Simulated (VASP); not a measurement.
Write the native input for VASP 6.6.1 that does the following.

| Item | Value |
| --- | --- |
| Task | single point |
| Functional | HF |
| Potentials or basis | VASP PAW PBE potentials, release 64 (Ag) |
| Cutoff | 520 eV |
| k mesh | 6 × 6 × 6 |
| Occupations | fermi-dirac, width 0.05 eV |
| Spin | no spin polarisation |
| Dipole correction | no |
| Grid for exact exchange (PRECFOCK) | Normal |
| Further INCAR settings | ALGO = Normal; EDIFF = 1e-07; NBANDS = 12 |

The system is Ag.

```
Ag
1.0
     0.00000    2.06963    2.06963
     2.06963    0.00000    2.06963
     2.06963    2.06963    0.00000
Ag
1
Direct
  0.00000 0.00000 0.00000
```

The input as run:

POSCAR

```
Ag
1.0
    0.0000000000      2.0696313722      2.0696313722
    2.0696313722      0.0000000000      2.0696313722
    2.0696313722      2.0696313722      0.0000000000
Ag
1
Direct
    0.0000000000      0.0000000000      0.0000000000
```

INCAR.step1

```
  PREC = Accurate
  ENCUT = 520
  EDIFF = 1E-5
  ISMEAR = -1
  SIGMA = 0.05
  LREAL = False
  LASPH = True
  NELM = 100
  ALGO = Normal
  ISIF = 2
  LWAVE = True
  LCHARG = False
  NBANDS = 12
  GGA = PE
```

INCAR.step2

```
  PREC = Accurate
  ENCUT = 520
  EDIFF = 1E-7
  ISMEAR = -1
  SIGMA = 0.05
  LREAL = False
  LASPH = True
  NELM = 100
  ALGO = Normal
  ISIF = 2
  LWAVE = False
  LCHARG = False
  GGA = PE
  LHFCALC = True
  AEXX = 1.0
  ALDAC = 0.0
  AGGAC = 0.0
  PRECFOCK = Normal
  NBANDS = 12
  ISTART = 1
```

KPOINTS

```
Automatic mesh
0
Gamma
  6 6 6
```

Potentials or basis: VASP PAW PBE potentials, release 64 (Ag).

Run with:

```bash
$ cat potpaw_PBE.64/Ag/POTCAR > POTCAR
$ cp INCAR.step1 INCAR
$ mpirun -np 1 vasp_std > vasp.out
$ cp INCAR.step2 INCAR
$ mpirun -np 1 vasp_std > vasp.out
```

It gave:

```yaml
Pressure: 15.8 GPa
```

Caveat: the k points lie up to 0.44 Å⁻¹ apart; the PAW data sets were made with another functional, which shifts forces and pressure a little.

Wall time 12 min on 1 thread of Intel(R) Xeon(R) Platinum 8559C (Emerald Rapids), with other jobs on the host, peak memory 0.16 GiB.
